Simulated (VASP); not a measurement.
Runs of VASP 6.6.1 on Y. The structure is that of space group P6_3/mmc (No. 194), or close to it. The cells are those of the table. 

```tsv
cell	gap on the mesh (eV)	pressure (GPa)
a = 3.615, b = 3.615, c = 5.747 Å, angles 90.0, 90.0, 120.0°, 2 atoms	none	-3.3
a = 3.578, b = 3.578, c = 5.747 Å, angles 90.0, 90.0, 120.0°, 2 atoms	none	-2.6
a = 3.725, b = 3.725, c = 5.747 Å, angles 90.0, 90.0, 120.0°, 2 atoms	none	(a)
a = 3.688, b = 3.688, c = 5.747 Å, angles 90.0, 90.0, 120.0°, 2 atoms	none	-4.6
```

Alike in all rows: task single point; level LDA; potentials or basis VASP PAW LDA potentials, release 64 (Y_sv); no spin polarisation; k mesh 12 × 12 × 7; cutoff (eV) 520; smearing fermi-dirac 0.08 eV.

Problem. Fill in the values left out.

Solution. (a) -5.2.

Caveats: the cell stands under tension (at least some runs).

A k mesh can miss the band edges, and the runs leave out spin-orbit coupling on Y.

A gap of «none» marks levels without a gap at the run's occupations.
